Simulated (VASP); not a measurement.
# Se (P3_121) in VASP: notebook

The runs below take Se through single point, with PBE.

All numbers are computed with VASP 6.6.1; they aren't measurements. Logs are shortened: lines on timing, memory, paths and dates and some standing lists are left out, and cuts for length are marked.

## (1) The cell of the first run

Symmetry: P3_121, No. 152, trigonal system. The conventional cell has a = 4.520 Å, b = 4.520 Å, c = 5.045 Å, α = 90.00°, β = 90.00°, γ = 120.00°. Se (site symmetry 2) has 2 Se at 2.40 Å within 3.2 Å.

## (2) Single point, PBE

INCAR reads:

```
ALGO     = Normal         # electronic algorithm
EDIFF    = 1E-6           # SCF threshold, eV
ENCUT    = 520            # plane-wave cutoff, eV
GGA      = PE             # functional
ISIF     = 2              # what is computed and relaxed
ISMEAR   = -1             # smearing method
LASPH    = True           # aspherical terms in the spheres
LCHARG   = False          # write CHGCAR
LREAL    = False          # projectors in reciprocal space
LWAVE    = False          # write WAVECAR
NBANDS   = 16             # bands
NELM     = 100            # most SCF steps
PREC     = Accurate       # precision mode
SIGMA    = 0.05           # smearing width, eV
```

KPOINTS reads:

```
k-points
0
Gamma
  4 4 3
```

POSCAR reads:

```
Se
1.0
    4.5203796332      0.0000000000      0.0000000000
   -2.2601898166      3.9147635971      0.0000000000
    0.0000000000      0.0000000000      5.0453124951
Se
3
Direct
    0.2189274285      0.0000000000      0.3333333333
    1.0000000000      0.2189274285      0.6666666667
    0.7810725715      0.7810725715      0.0000000000
```

Potentials or basis: VASP PAW PBE potentials, release 64 (Se).

On the command line:

```bash
$ cat potpaw_PBE.64/Se/POTCAR > POTCAR
$ mpirun -np 1 vasp_std > vasp.out
```

OUTCAR:

```text
EDIFF = 1E-6
   ENCUT = 520
   GGA = PE
   ISIF = 2
   ISMEAR = -1
   LASPH = True
   LREAL = False
   NELM = 100
   PREC = Accurate

 ion  position               nearest neighbor table
   1  0.219  0.000  0.333-   3 2.40   2 2.40
   2  0.000  0.219  0.667-   3 2.40   1 2.40
   3  0.781  0.781  0.000-   2 2.40   1 2.40

  LATTYP: Found a hexagonal cell.
 ALAT       =     4.5203796332
 C/A-ratio  =     1.1161258355

  Lattice vectors:

 A1 = (   4.5203796332,   0.0000000000,   0.0000000000)
 A2 = (  -2.2601898166,   3.9147635971,   0.0000000000)
 A3 = (   0.0000000000,   0.0000000000,   5.0453124951)

Analysis of symmetry for initial positions (statically):
=====================================================================
 Subroutine PRICEL returns:
 Original cell was already a primitive cell.

 Routine SETGRP: Setting up the symmetry group for a
 hexagonal supercell.

 Subroutine GETGRP returns: Found  6 space group operations
 (whereof  2 operations were pure point group operations)
 out of a pool of 24 trial point group operations.

The static configuration has the point symmetry C_2 .
 The point group associated with its full space group is D_3 .

Analysis of symmetry for dynamics (positions and initial velocities):
=====================================================================
 Subroutine PRICEL returns:
 Original cell was already a primitive cell.

 Routine SETGRP: Setting up the symmetry group for a
 hexagonal supercell.

 Subroutine GETGRP returns: Found  6 space group operations
 (whereof  2 operations were pure point group operations)
 out of a pool of 24 trial point group operations.

The dynamic configuration has the point symmetry C_2 .
 The point group associated with its full space group is D_3 .

 Subroutine INISYM returns: Found  6 space group operations
 (whereof  2 operations are pure point group operations),
 and found     1 'primitive' translations

----------------------------------------------------------------------------------------

                                     Primitive cell

  volume of cell :      89.2829

  direct lattice vectors                    reciprocal lattice vectors
     4.520379633  0.000000000  0.000000000     0.221220358  0.127721633  0.000000000
    -2.260189817  3.914763597  0.000000000     0.000000000  0.255443266  0.000000000
     0.000000000  0.000000000  5.045312495     0.000000000  0.000000000  0.198203778

  length of vectors
     4.520379633  4.520379633  5.045312495     0.255443266  0.255443266  0.198203778

  position of ions in fractional coordinates (direct lattice)
     0.218927429  0.000000000  0.333333333
     0.000000000  0.218927429  0.666666667
     0.781072571  0.781072571  0.000000000

  ion indices of the primitive-cell ions
   primitive index   ion index
                 1           1
                 2           2
                 3           3

----------------------------------------------------------------------------------------

 KPOINTS: k-points

Automatic generation of k-mesh.
 Grid dimensions read from file:
 generate k-points for:    4    4    3

 Generating k-lattice:

  Cartesian coordinates                     Fractional coordinates (reciprocal lattice)
     0.055305089  0.031930408  0.000000000     0.250000000  0.000000000  0.000000000
     0.000000000  0.063860817  0.000000000     0.000000000  0.250000000  0.000000000
     0.000000000  0.000000000  0.066067926     0.000000000  0.000000000  0.333333333

  Length of vectors
     0.063860817  0.063860817  0.066067926

  Shift w.r.t. Gamma in fractional coordinates (k-lattice)
     0.000000000  0.000000000  0.000000000

 Subroutine IBZKPT returns following result:
 ===========================================

 Found      9 irreducible k-points:

 Following reciprocal coordinates:
            Coordinates               Weight
  0.000000  0.000000  0.000000      1.000000
  0.250000  0.000000  0.000000      6.000000
  0.500000  0.000000  0.000000      3.000000
  0.250000  0.250000  0.000000      6.000000
  0.000000  0.000000  0.333333      2.000000
  0.250000  0.000000  0.333333      6.000000
  0.000000  0.250000  0.333333      6.000000
  0.500000  0.000000  0.333333      6.000000
  0.250000  0.250000  0.333333     12.000000
   k-points           NKPTS =      9   k-points in BZ     NKDIM =      9   number of bands    NBANDS=     16
   number of dos      NEDOS =    301   number of ions     NIONS =      3
   total plane-waves  NPLWV =  51840
   dimension x,y,z NGX =    36 NGY =   36 NGZ =   40
   dimension x,y,z NGXF=    72 NGYF=   72 NGZF=   80
   ions per type =               3
   NGX,Y,Z   is equivalent  to a cutoff of  13.24, 13.24, 13.18 a.u.
   NGXF,Y,Z  is equivalent  to a cutoff of  26.48, 26.48, 26.36 a.u.
 SYSTEM =  unknown system
   PREC   = accura    normal or accurate (medium, high low for compatibility)
   ISTART =      0    job   : 0-new  1-cont  2-samecut
   ICHARG =      2    charge: 1-file 2-atom 10-const
   ISPIN  =      1    spin polarized calculation?
   LNONCOLLINEAR =      F non collinear calculations
   LSORBIT =      F    spin-orbit coupling
   LASPH  =      T    aspherical Exc in radial PAW
   ENCUT  =  520.0 eV  38.22 Ry    6.18 a.u.   8.40  8.40  9.38*2*pi/ulx,y,z
   NELM   =    100;   NELMIN=  2; NELMDL= -5     # of ELM steps
   EDIFF  = 0.1E-05   stopping-criterion for ELM
   LREAL  =      F    real-space projection
   EDIFFG = 0.1E-04   stopping-criterion for IOM
   NSW    =      0    number of steps for IOM
   IBRION =     -1    ionic relax: 0-MD 1-quasi-New 2-CG
   NFREE  =      0    steps in history (QN), initial steepest desc. (CG)
   ISIF   =      2    stress and relaxation
   ISYM   =      2    0-nonsym 1-usesym 2-fastsym
   POTIM  = 0.5000    time-step for ionic-motion
   TEBEG  =    0.0;   TEEND  =   0.0 temperature during run
   PSTRESS=    0.0 pullay stress
   NELECT =      18.0000    total number of electrons
   NUPDOWN=      -1.0000    fix difference up-down
   EMIN   =  10.00;   EMAX   =-10.00  energy-range for DOS
   EFERMI =   0.00;   METHOD = LEGACY
   ISMEAR =    -1;   SIGMA  =   0.05  broadening in eV -4-tet -1-fermi 0-gaus
   EFERMI_NEDOS =   21; number of points for ismear=-14 and -15
   IALGO  =     38    algorithm
   IMIX   =      4    mixing-type and parameters
     AMIX     =   0.40;   BMIX     =  1.00
     AMIX_MAG =   1.60;   BMIX_MAG =  1.00
  volume/ion in A,a.u.               =      29.76       200.84
  Fermi-wavevector in a.u.,A,eV,Ry     =   0.959937  1.814018 12.537489  0.921479
  Thomas-Fermi vector in A             =   2.089177
   LORBIT       =      0    0 simple, 1 ext, 2 COOP (PROOUT), +10 PAW based schemes
   GGA     = PE    functional components
   LHFCALC =     F    Hartree Fock is set to
   AEXX    =    0.0000 exact exchange contribution
   IVDW    =     0    specifies the selected vdW correction
   LEPSILON=     F    determine dielectric tensor
   LRPA    =     F    only Hartree local field effects (RPA)
 non-spin polarized calculation
  energy-cutoff  :      520.00
  volume of cell :       89.28
 maximum number of plane-waves:      2461
 NGX is ok and might be reduce to    36
   NGX = 17   NGY = 17   NGZ = 19

 number of electron      18.0000001 magnetization

 Free energy of the ion-electron system (eV)
  ---------------------------------------------------
  ext. energy  EPLUGINS =         0.00000000
  ---------------------------------------------------
  free energy    TOTEN  =       -10.51546821 eV

  energy without entropy =      -10.51546819  energy(sigma->0) =      -10.51546820

 E-fermi :   2.4544     XC(G=0):  -8.4304

 val. band max:        1.5745060009   @ k =   0.2500   0.2500   0.3333
 cond. band min:       3.2758017705   @ k =   0.0000   0.0000   0.3333
 fundamental gap:      1.7012957696
 Fermi energy:         2.4543516645

 k-point     1 :       0.0000    0.0000    0.0000
  band No.  band energies     occupation
      1     -13.5339      2.00000
      2      -9.7171      2.00000
      3      -9.7171      2.00000
      4      -1.8820      2.00000
      5      -1.8820      2.00000
      6      -1.5810      2.00000
      7      -0.0087      2.00000
      8      -0.0087      2.00000
      9       1.5278      2.00000
     10       3.7695      0.00000
     11       3.7695      0.00000
     12       4.1385      0.00000
     13       7.7306      0.00000
     14       8.4908      0.00000
     15       8.4908      0.00000
     16      10.2794      0.00000

 k-point     2 :       0.2500    0.0000    0.0000
  band No.  band energies     occupation
      1     -13.3673      2.00000
      2      -9.8847      2.00000
      3      -9.7090      2.00000
      4      -2.6155      2.00000
      5      -2.2773      2.00000
      6      -1.4376      2.00000
      7      -0.0776      2.00000
      8       0.2624      2.00000
      9       1.1879      2.00000
     10       3.8004      0.00000
     11       3.8991      0.00000
     12       4.6774      0.00000
     13       8.0646      0.00000
     14       8.1101      0.00000
     15       9.7182      0.00000
     16      10.6147      0.00000

 k-point     3 :       0.5000    0.0000    0.0000
  band No.  band energies     occupation
      1     -13.1750      2.00000
      2     -10.0948      2.00000
      3      -9.7001      2.00000
      4      -2.8991      2.00000
      5      -2.5485      2.00000
      6      -1.2448      2.00000
      7      -0.7517      2.00000
      8       0.1471      2.00000
      9       0.9753      2.00000
     10       3.8437      0.00000
     11       4.2656      0.00000
     12       5.6867      0.00000
     13       7.4940      0.00000
     14       9.3536      0.00000
     15      11.3159      0.00000
     16      11.4063      0.00000

 k-point     4 :       0.2500    0.2500    0.0000
  band No.  band energies     occupation
      1     -13.1773      2.00000
      2      -9.9928      2.00000
      3      -9.8068      2.00000
      4      -2.7896      2.00000
      5      -2.6828      2.00000
      6      -1.1105      2.00000
      7      -0.4885      2.00000
      8      -0.2060      2.00000
      9       0.6913      2.00000
     10       4.3096      0.00000
     11       4.7068      0.00000
     12       5.2224      0.00000
     13       7.8664      0.00000
     14       8.8771      0.00000
     15      10.4239      0.00000
     16      11.0559      0.00000

 k-point     5 :       0.0000    0.0000    0.3333
  band No.  band energies     occupation
      1     -13.0442      2.00000
      2     -11.6619      2.00000
      3      -8.0114      2.00000
      4      -2.6393      2.00000
      5      -1.4841      2.00000
      6      -1.4185      2.00000
      7       0.2573      2.00000
      8       0.6532      2.00000
      9       0.9002      2.00000
     10       3.2758      0.00000
     11       3.3056      0.00000
     12       3.4985      0.00000
     13       8.5601      0.00000
     14       9.1130      0.00000
     15       9.6143      0.00000
     16       9.6261      0.00000

 k-point     6 :       0.2500    0.0000    0.3333
  band No.  band energies     occupation
      1     -12.8950      2.00000
      2     -11.5717      2.00000
      3      -8.3563      2.00000
      4      -2.9473      2.00000
      5      -2.1967      2.00000
      6      -1.4409      2.00000
      7       0.1056      2.00000
      8       0.3873      2.00000
      9       1.1110      2.00000
     10       3.6172      0.00000
     11       4.0086      0.00000
     12       4.5457      0.00000
     13       8.3657      0.00000
     14       9.0728      0.00000
     15       9.3567      0.00000
     16       9.9085      0.00000

 k-point     7 :       0.0000    0.2500    0.3333
  band No.  band energies     occupation
      1     -12.8923      2.00000
      2     -11.5802      2.00000
      3      -8.3341      2.00000
      4      -3.0286      2.00000
      5      -2.2883      2.00000
      6      -1.4776      2.00000
      7       0.3783      2.00000
      8       0.4923      2.00000
      9       1.3414      2.00000
     10       3.3783      0.00000
     11       3.8103      0.00000
     12       4.2649      0.00000
     13       8.1558      0.00000
     14       9.2037      0.00000
     15       9.3262      0.00000
     16      10.1499      0.00000

 k-point     8 :       0.5000    0.0000    0.3333
  band No.  band energies     occupation
      1     -12.7232      2.00000
      2     -11.4872      2.00000
      3      -8.6867      2.00000
      4      -3.3740      2.00000
      5      -2.6161      2.00000
      6      -1.7251      2.00000
      7       0.2243      2.00000
      8       0.4061      2.00000
      9       1.4661      2.00000
     10       3.6204      0.00000
     11       4.4545      0.00000
     12       4.9888      0.00000
     13       8.2253      0.00000
     14       9.6990      0.00000
     15      10.6943      0.00000
     16      10.8119      0.00000

 k-point     9 :       0.2500    0.2500    0.3333
  band No.  band energies     occupation
      1     -12.7241      2.00000
      2     -11.4879      2.00000
      3      -8.6762      2.00000
      4      -3.2689      2.00000
      5      -2.8015      2.00000
      6      -1.8466      2.00000
      7       0.1234      2.00000
      8       0.8544      2.00000
      9       1.5745      2.00000
     10       3.4863      0.00000
     11       4.4693      0.00000
     12       4.9067      0.00000
     13       8.2981      0.00000
     14       9.2712      0.00000
     15      10.0670      0.00000
     16      10.6481      0.00000

------------------------ aborting loop because EDIFF is reached ----------------------------------------

  FORCE on cell =-STRESS in cart. coord.  units (eV):
  Direction    XX          YY          ZZ          XY          YZ          ZX
  --------------------------------------------------------------------------------------
  -------------------------------------------------------------------------------------
  Total        0.0716519      0.0716519      0.0096713      0.0000000     -0.0000000      0.0000000
  in kB        1.2857896      1.2857896      0.1735510      0.0000000     -0.0000000      0.0000000
  external PRESSURE =       0.9150434 kB  Pullay stress =       0.0000000 kB

 VOLUME and BASIS-vectors are now :
 -----------------------------------------------------------------------------
  energy-cutoff  :      520.00
  volume of cell :       89.28
      direct lattice vectors                 reciprocal lattice vectors
     4.520379633  0.000000000  0.000000000     0.221220358  0.127721633  0.000000000
    -2.260189817  3.914763597  0.000000000     0.000000000  0.255443266  0.000000000
     0.000000000  0.000000000  5.045312495     0.000000000  0.000000000  0.198203778

 POSITION                                       TOTAL-FORCE (eV/Angst)
 -----------------------------------------------------------------------------------
      0.98964      0.00000      1.68177        -0.001945      0.000000     -0.000000
     -0.49482      0.85705      3.36354         0.000972     -0.001684      0.000000
      1.76537      3.05771      0.00000         0.000972      0.001684      0.000000
 -----------------------------------------------------------------------------------
    total drift:                                0.000000      0.000001     -0.000000

  FREE ENERGIE OF THE ION-ELECTRON SYSTEM (eV)
  ---------------------------------------------------
  free  energy   TOTEN  =       -10.5154682099 eV

  energy  without entropy=      -10.5154681869  energy(sigma->0) =      -10.51546820
```

Wall time 35 s (1 thread of AMD EPYC 7R13, shared host); peak memory 0.17 GiB.

What came out:

- Free energy: -10.5155 eV
- Pressure: 0.1 GPa
- Band gap on the k mesh: 1.70 eV, indirect (least direct gap 1.91 eV)

Stress tensor (GPa, compression positive):
```
0.13 0.00 0.00
0.00 0.13 0.00
0.00 0.00 0.02
```

[end of part 1 of 2]
